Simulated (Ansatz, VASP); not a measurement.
# One calculation of Ge, two programs

INCAR

```
PREC = Accurate
ENCUT = 520
EDIFF = 1E-6
ISMEAR = 0
SIGMA = 0.1
LREAL = F
LASPH = T
NELM = 80
ALGO = Normal
ISIF = 2
LWAVE = F
LCHARG = F
GGA = PE
NBANDS = 51
```

File KPOINTS:

```
Automatic mesh
0
Gamma
  6 6 6
```

POSCAR

```
Ge
1.0
    5.3609066200      3.0951208800      1.2489940400
   -5.3609066200      3.0951208800      1.2489940400
    0.0000000000     -6.1902417600      1.2489940400
Ge
6
Direct
    0.8062090300      0.1851480000      0.8062090300
    0.1937909700      0.1937909700      0.8148520000
    0.1851480000      0.8062090300      0.8062090300
    0.8148520000      0.1937909700      0.1937909700
    0.8062090300      0.8062090300      0.1851480000
    0.1937909700      0.8148520000      0.1937909700
```

Input for Ansatz:

```yaml
crystal:
  lattice:
    - [5.36090662, 3.09512088, 1.24899404]
    - [-5.36090662, 3.09512088, 1.24899404]
    - [0.0, -6.19024176, 1.24899404]
  atoms:
    - { symbol: Ge, position: [0.80620903, 0.185148, 0.80620903] }
    - { symbol: Ge, position: [0.19379097, 0.19379097, 0.814852] }
    - { symbol: Ge, position: [0.185148, 0.80620903, 0.80620903] }
    - { symbol: Ge, position: [0.814852, 0.19379097, 0.19379097] }
    - { symbol: Ge, position: [0.80620903, 0.80620903, 0.185148] }
    - { symbol: Ge, position: [0.19379097, 0.814852, 0.19379097] }
basis:
  ecutwfc: 420
kpoints:
  mp_grid: { grid: [6, 6, 6] }
hamiltonian:
  xc: pbe
scf:
  occupations: { method: gaussian, width: 0.1 }
  lower_state_search: "off"
output:
  forces: true
  stress: true
  eigenvalues: true
```

Alike in both runs: task single point; functional PBE; k mesh 6 × 6 × 6; occupations gaussian, width 0.1 eV; no spin polarisation.

|  | VASP | Ansatz |
| --- | --- | --- |
| version | VASP 6.6.1 | Ansatz 0.2.0 |
| potentials or method | VASP PAW PBE potentials, release 64 (Ge_d), cutoff 520 eV | scalar-relativistic, plane waves, PAW |
| valence electrons in the cell | 84 | 84 |

|  | VASP | Ansatz | Ansatz less VASP |
| --- | --- | --- | --- |
| gap on the k mesh at the Fermi level (eV) | none | none | - |
| pressure (GPa) | 12.2 | 12.3 | +0.06 |
| traceless stress, the component that is largest in VASP (GPa) | -0.39 | -0.40 | -0.006 |
| rms of the force components (eV/Å) | 0.503 | 0.507 | +0.0042 |

Atom by atom the forces differ by 0.005 eV/Å (rms over components). A gap of «none» marks a metal or a gap that the smearing closes.
